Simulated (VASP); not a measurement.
# Ag in VASP: further runs

Ag is run at these levels: PBE, PBEsol, r2SCAN; tasks: single point.

Program: VASP 6.6.1. These are calculated values, not measurements. Logs are shortened: lines on timing, memory, paths and dates and some standing lists are left out, and cuts for length are marked.

### 1 The cell of the first run

Symmetry: Im-3m, No. 229, cubic system. The conventional cell has a = 3.311 Å, b = 3.311 Å, c = 3.311 Å, α = 90.00°, β = 90.00°, γ = 90.00°. Ag (site symmetry m-3m) has 14 Ag at 2.87 to 3.31 Å within 3.8 Å.

### 2 Single point, PBE, non-collinear spin, zero start, spin-orbit coupling

Contents of INCAR:

```
PREC     = Accurate       # precision mode
ENCUT    = 520            # plane-wave cutoff, eV
EDIFF    = 1E-6           # SCF threshold, eV
ISMEAR   = -1             # smearing method
SIGMA    = 0.05           # smearing width, eV
LREAL    = False          # projectors in reciprocal space
LASPH    = True           # aspherical terms in the spheres
NELM     = 150            # most SCF steps
ALGO     = Normal         # electronic algorithm
ISIF     = 2              # what is computed and relaxed
LWAVE    = False          # write WAVECAR
LCHARG   = True           # write CHGCAR
LNONCOLLINEAR= True           # non-collinear magnetism
MAGMOM   = 0 0 0          # initial moments
LORBIT   = 11             # projections on sites
LSORBIT  = True           # spin-orbit coupling
GGA_COMPAT= False        
LORBMOM  = True         
LMAXMIX  = 4              # l up to which the mixer works
GGA      = PE             # functional
LVHAR    = True         
NBANDS   = 22             # bands
```

Contents of KPOINTS:

```
Automatic mesh
0
Gamma
  8 8 8
```

Contents of POSCAR:

```
Ag
1.0
   -1.6556540000      1.6556540000      1.6556540000
    1.6556540000     -1.6556540000      1.6556540000
    1.6556540000      1.6556540000     -1.6556540000
Ag
1
Direct
    0.0000000000      0.0000000000      0.0000000000
```

Potentials or basis: VASP PAW PBE potentials, release 64 (Ag).

Run with:

```console
cat potpaw_PBE.64/Ag/POTCAR > POTCAR
mpirun -np 1 vasp_ncl > vasp.out
```

OUTCAR:

```text
PREC = Accurate
   ENCUT = 520
   EDIFF = 1E-6
   ISMEAR = -1
   LREAL = False
   LASPH = True
   NELM = 150
   ISIF = 2
   LNONCOLLINEAR = True
   LORBIT = 11
   LSORBIT = True
   GGA = PE

 ion  position               nearest neighbor table
   1  0.000  0.000  0.000-

  LATTYP: Found a body centered cubic cell.
 ALAT       =     3.3113080000

  Lattice vectors:

 A1 = (  -1.6556540000,   1.6556540000,   1.6556540000)
 A2 = (   1.6556540000,  -1.6556540000,   1.6556540000)
 A3 = (   1.6556540000,   1.6556540000,  -1.6556540000)

Analysis of symmetry for initial positions (statically):
=====================================================================
 Subroutine PRICEL returns:
 Original cell was already a primitive cell.

 Routine SETGRP: Setting up the symmetry group for a
 body centered cubic supercell.

 Subroutine GETGRP returns: Found 48 space group operations
[... 9 lines left out ...]

 Routine SETGRP: Setting up the symmetry group for a
 body centered cubic supercell.

 Subroutine GETGRP returns: Found 48 space group operations
 (whereof 48 operations were pure point group operations)
 out of a pool of 48 trial point group operations.

The dynamic configuration has the point symmetry O_h .

Analysis of structural, dynamic, and magnetic symmetry:
=====================================================================
 Subroutine PRICEL returns:
 Original cell was already a primitive cell.

 Routine SETGRP: Setting up the symmetry group for a
 body centered cubic supercell.

 Subroutine GETGRP returns: Found 48 space group operations
 (whereof 48 operations were pure point group operations)
 out of a pool of 48 trial point group operations.

The overall configuration has the point symmetry O_h .

 Subroutine INISYM returns: Found 48 space group operations
[... 5 lines left out ...]
                                     Primitive cell

  volume of cell :      18.1538

  direct lattice vectors                    reciprocal lattice vectors
    -1.655654000  1.655654000  1.655654000     0.000000000  0.301995465  0.301995465
     1.655654000 -1.655654000  1.655654000     0.301995465  0.000000000  0.301995465
     1.655654000  1.655654000 -1.655654000     0.301995465  0.301995465  0.000000000

  length of vectors
     2.867676848  2.867676848  2.867676848     0.427086083  0.427086083  0.427086083

  position of ions in fractional coordinates (direct lattice)
     0.000000000  0.000000000  0.000000000

  ion indices of the primitive-cell ions
   primitive index   ion index
                 1           1

----------------------------------------------------------------------------------------

 KPOINTS: Automatic mesh

Automatic generation of k-mesh.
 Grid dimensions read from file:
 generate k-points for:    8    8    8

 Generating k-lattice:

  Cartesian coordinates                     Fractional coordinates (reciprocal lattice)
     0.000000000  0.037749433  0.037749433     0.125000000  0.000000000  0.000000000
     0.037749433  0.000000000  0.037749433     0.000000000  0.125000000  0.000000000
     0.037749433  0.037749433  0.000000000     0.000000000  0.000000000  0.125000000

  Length of vectors
     0.053385760  0.053385760  0.053385760

  Shift w.r.t. Gamma in fractional coordinates (k-lattice)
     0.000000000  0.000000000  0.000000000

 Subroutine IBZKPT returns following result:
 ===========================================

 Found     29 irreducible k-points:

 Following reciprocal coordinates:
            Coordinates               Weight
  0.000000  0.000000  0.000000      1.000000
  0.125000  0.000000  0.000000     12.000000
  0.250000  0.000000  0.000000     12.000000
  0.375000  0.000000  0.000000     12.000000
  0.500000  0.000000  0.000000      6.000000
  0.125000  0.125000  0.000000     24.000000
[... 16 lines left out ...]
 -0.250000  0.250000  0.250000      6.000000
 -0.375000  0.375000  0.250000     24.000000
 [... further k-points ...]
   k-points           NKPTS =     29   k-points in BZ     NKDIM =     29   number of bands    NBANDS=     22
   number of dos      NEDOS =    301   number of ions     NIONS =      1
   total plane-waves  NPLWV =  13824
   dimension x,y,z NGX =    24 NGY =   24 NGZ =   24
   dimension x,y,z NGXF=    48 NGYF=   48 NGZF=   48
   ions per type =               1
   NGX,Y,Z   is equivalent  to a cutoff of  13.91, 13.91, 13.91 a.u.
   NGXF,Y,Z  is equivalent  to a cutoff of  27.83, 27.83, 27.83 a.u.
 SYSTEM =  unknown system
   PREC   = accura    normal or accurate (medium, high low for compatibility)
   ISTART =      0    job   : 0-new  1-cont  2-samecut
   ICHARG =      2    charge: 1-file 2-atom 10-const
   ISPIN  =      1    spin polarized calculation?
   LNONCOLLINEAR =      T non collinear calculations
   LSORBIT =      T    spin-orbit coupling
   LASPH  =      T    aspherical Exc in radial PAW
   ENCUT  =  520.0 eV  38.22 Ry    6.18 a.u.   5.33  5.33  5.33*2*pi/ulx,y,z
   NELM   =    150;   NELMIN=  2; NELMDL= -5     # of ELM steps
   EDIFF  = 0.1E-05   stopping-criterion for ELM
   LREAL  =      F    real-space projection
   EDIFFG = 0.1E-04   stopping-criterion for IOM
   NSW    =      0    number of steps for IOM
   IBRION =     -1    ionic relax: 0-MD 1-quasi-New 2-CG
   NFREE  =      0    steps in history (QN), initial steepest desc. (CG)
   ISIF   =      2    stress and relaxation
   ISYM   =      2    0-nonsym 1-usesym 2-fastsym
   POTIM  = 0.5000    time-step for ionic-motion
   TEBEG  =    0.0;   TEEND  =   0.0 temperature during run
   PSTRESS=    0.0 pullay stress
   NELECT =      11.0000    total number of electrons
   NUPDOWN=      -1.0000    fix difference up-down
   EMIN   =  10.00;   EMAX   =-10.00  energy-range for DOS
   EFERMI =   0.00;   METHOD = LEGACY
   ISMEAR =    -1;   SIGMA  =   0.05  broadening in eV -4-tet -1-fermi 0-gaus
   EFERMI_NEDOS =   21; number of points for ismear=-14 and -15
   IALGO  =     38    algorithm
   IMIX   =      4    mixing-type and parameters
     AMIX     =   0.40;   BMIX     =  1.00
     AMIX_MAG =   1.60;   BMIX_MAG =  1.00
  volume/ion in A,a.u.               =      18.15       122.51
  Fermi-wavevector in a.u.,A,eV,Ry     =   1.385318  2.617871 26.111022  1.919106
  Thomas-Fermi vector in A             =   2.509739
   LORBIT       =     11    0 simple, 1 ext, 2 COOP (PROOUT), +10 PAW based schemes
   GGA     = PE    functional components
   LHFCALC =     F    Hartree Fock is set to
   AEXX    =    0.0000 exact exchange contribution
   IVDW    =     0    specifies the selected vdW correction
   LEPSILON=     F    determine dielectric tensor
   LRPA    =     F    only Hartree local field effects (RPA)
  energy-cutoff  :      520.00
  volume of cell :       18.15
 maximum number of plane-waves:       992
 NGX is ok and might be reduce to    24
   NGX = 11   NGY = 11   NGZ = 11

 number of electron      11.0000000 magnetization       0.0000000      0.0000000      0.0000000

 number of electron      11.0000001 magnetization      -0.0000000     -0.0000000      0.0000000

 number of electron      11.0000001 magnetization       0.0000000      0.0000000     -0.0000000

 Free energy of the ion-electron system (eV)
  ---------------------------------------------------
  ext. energy  EPLUGINS =         0.00000000
  ---------------------------------------------------
  free energy    TOTEN  =        -2.66760382 eV

  energy without entropy =       -2.65796097  energy(sigma->0) =       -2.66278240

 E-fermi :   7.7508     XC(G=0): -11.8425

 val. band max:        7.6626980686   @ k =   0.5000   0.0000   0.0000
 cond. band min:       7.7645765881   @ k =   0.3750   0.1250  -0.0000
 fundamental gap:      0.1018785195
 Fermi energy:         7.7508217924

 k-point     1 :       0.0000    0.0000    0.0000
  band No.  band energies     occupation
      1       0.2759      1.00000
      2       0.2759      1.00000
      3       2.7143      1.00000
      4       2.7143      1.00000
      5       2.7143      1.00000
      6       2.7143      1.00000
[... 14 lines left out ...]
     21      31.1146      0.00000
     22      31.1161      0.00000
[... 552 lines left out ...]
  band No.  band energies     occupation
      1       2.2232      1.00000
      2       2.2232      1.00000
      3       2.4964      1.00000
      4       2.4964      1.00000
      5       3.2992      1.00000
      6       3.2992      1.00000
[... 14 lines left out ...]
     21      29.8531      0.00000
     22      29.8531      0.00000

 [... further k-points ...]
[... 5 lines left out ...]
  --------------------------------------------------------------------------------------
  -------------------------------------------------------------------------------------
  Total       -0.1062330     -0.1062330     -0.1062330     -0.0000000     -0.0000000      0.0000000
  in kB       -9.3756456     -9.3756456     -9.3756456     -0.0000000     -0.0000000      0.0000000
  external PRESSURE =      -9.3756456 kB  Pullay stress =       0.0000000 kB

 VOLUME and BASIS-vectors are now :
 -----------------------------------------------------------------------------
  energy-cutoff  :      520.00
  volume of cell :       18.15
      direct lattice vectors                 reciprocal lattice vectors
    -1.655654000  1.655654000  1.655654000     0.000000000  0.301995465  0.301995465
     1.655654000 -1.655654000  1.655654000     0.301995465  0.000000000  0.301995465
     1.655654000  1.655654000 -1.655654000     0.301995465  0.301995465  0.000000000

 POSITION                                       TOTAL-FORCE (eV/Angst)
 -----------------------------------------------------------------------------------
      0.00000      0.00000      0.00000        -0.000000     -0.000000     -0.000000
 -----------------------------------------------------------------------------------
    total drift:                                0.000000      0.000000     -0.000000

  FREE ENERGIE OF THE ION-ELECTRON SYSTEM (eV)
  ---------------------------------------------------
  free  energy   TOTEN  =        -2.6676038233 eV

  energy  without entropy=       -2.6579609686  energy(sigma->0) =       -2.66278240

 orbital moment (x)

 # of ion     p       d       tot
 ----------------------------------------
  1         0.000   0.000   0.000
 ----------------------------------------
            0.000   0.000   0.000

 orbital moment (y)

 # of ion     p       d       tot
 ----------------------------------------
  1         0.000   0.000   0.000
 ----------------------------------------
            0.000   0.000   0.000

 orbital moment (z)

 # of ion     p       d       tot
 ----------------------------------------
  1         0.000   0.000   0.000
 ----------------------------------------
            0.000   0.000   0.000

 Spin-Orbit-Coupling matrix elements

 Ion:    1  E_soc:     -0.0530654
 l=   1
     0.0000000    -0.0018245    -0.0018245
    -0.0018245     0.0000000    -0.0018245
    -0.0018245    -0.0018245     0.0000000
 l=   2
     0.0000000    -0.0014463     0.0000000    -0.0014463    -0.0055734
    -0.0014463     0.0000000    -0.0041800    -0.0014463    -0.0013933
     0.0000000    -0.0041800     0.0000000    -0.0041800     0.0000000
    -0.0014463    -0.0014463    -0.0041800     0.0000000    -0.0013933
    -0.0055734    -0.0013933     0.0000000    -0.0013933     0.0000000
 l=   3
     0.0000000     0.0000000     0.0000000     0.0000000     0.0000000     0.0000000     0.0000000
     0.0000000     0.0000000     0.0000000     0.0000000     0.0000000     0.0000000     0.0000000
     0.0000000     0.0000000     0.0000000     0.0000000     0.0000000     0.0000000     0.0000000
     0.0000000     0.0000000     0.0000000     0.0000000     0.0000000     0.0000000     0.0000000
     0.0000000     0.0000000     0.0000000     0.0000000     0.0000000     0.0000000     0.0000000
     0.0000000     0.0000000     0.0000000     0.0000000     0.0000000     0.0000000     0.0000000
     0.0000000     0.0000000     0.0000000     0.0000000     0.0000000     0.0000000     0.0000000

 total charge

# of ion       s       p       d       tot
------------------------------------------
    1        0.399   0.266   9.158   9.823

 magnetization (x)

# of ion       s       p       d       tot
------------------------------------------
    1       -0.000  -0.000   0.000  -0.000

 magnetization (y)

# of ion       s       p       d       tot
------------------------------------------
    1        0.000   0.000  -0.000  -0.000

 magnetization (z)

# of ion       s       p       d       tot
------------------------------------------
    1       -0.000   0.000   0.000  -0.000
```

It took 31 s on 1 thread of AMD EPYC 7R43 (Zen 3), shared host; peak memory 0.16 GiB.

What came out:

* Free energy: -2.6676 eV
* Pressure: -0.9 GPa
* Net moment: 0.00 μB per cell
* Valence electrons inside the program's atomic spheres: Ag 9.82

Moments on the atoms (μB; x, y, z):
```
Ag  0.00 0.00 0.00
```

(Part 1 of 2 ends here.)
